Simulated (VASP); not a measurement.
Write the native input for VASP 6.6.1 that does the following.

| Quantity | Value |
| --- | --- |
| Task | single point |
| Functional | LDA |
| Potentials or basis | VASP PAW LDA potentials, release 64 (Hf_pv, O) |
| Cutoff | 520 eV |
| k mesh | 2 × 2 × 2 |
| Occupations | fermi-dirac, width 0.36 eV |
| Spin | no spin polarisation |
| Dipole correction | no |
| Further INCAR settings | ALGO = Normal; EDIFF = 1e-07; NBANDS = 56 |

The structure of HfO2 lies in POSCAR:

```
HfO2
1.0
    5.3371140000      0.0000000000      0.0000000000
    0.0000000000      5.3962770000      0.0000000000
   -0.9179530000      0.0000000000      5.4510800000
Hf O
4 8
Direct
    0.2826570791      0.4869653652      0.6521826867
    0.8034936800      0.9941669043      0.7790566273
    0.8153171885      0.5265852735      0.2320824497
    0.3668222529      0.0140837841      0.1824409108
    0.5226939649      0.7854674621      0.9245323862
    0.5661717854      0.1674858426      0.5092018462
    0.6009205490      0.2579556238      0.0050999068
    0.4976116491      0.6823408064      0.4036264373
    0.1053776599      0.2840476870      0.3579841059
    1.0263460093      0.8194909194      0.1245441270
    0.9634774422      0.6927553941      0.5832422199
    0.0945392775      0.2572884972      0.8722308240
```

These files were run (other wordings do the same):

INCAR

```
SYSTEM = HfO2
PREC = Accurate
ENCUT = 520
EDIFF = 1E-7
ISMEAR = -1
SIGMA = 0.36
LREAL = .FALSE.
LASPH = .TRUE.
NELM = 80
ALGO = Normal
ISIF = 2
LWAVE = .FALSE.
LCHARG = .FALSE.
NBANDS = 56
```

KPOINTS

```
Automatic mesh
0
G
  2 2 2
  0 0 0
```

Potentials or basis: VASP PAW LDA potentials, release 64 (Hf_pv, O).

Launch:

```sh
$ cat potpaw_LDA.64/Hf_pv/POTCAR potpaw_LDA.64/O/POTCAR > POTCAR
$ mpirun -np 1 vasp_std > vasp.out
```

Results of the run:

```json
{"Pressure": "-24.7 GPa", "Largest force": "1.485 eV/Å", "Band gap on the k mesh": "3.81 eV, indirect (least direct gap 3.89 eV)"}
```

Caveat: the k points lie up to 0.60 Å⁻¹ apart; spin-orbit coupling is left out, which moves the levels of the heavy elements; forces of over 1 eV/Å act on the atoms, so gaps and moduli don't describe the material at rest.

Run time: 58 s on 1 thread of Intel(R) Xeon(R) 6975P-C (Granite Rapids), with other jobs on the host, peak memory 0.22 GiB.
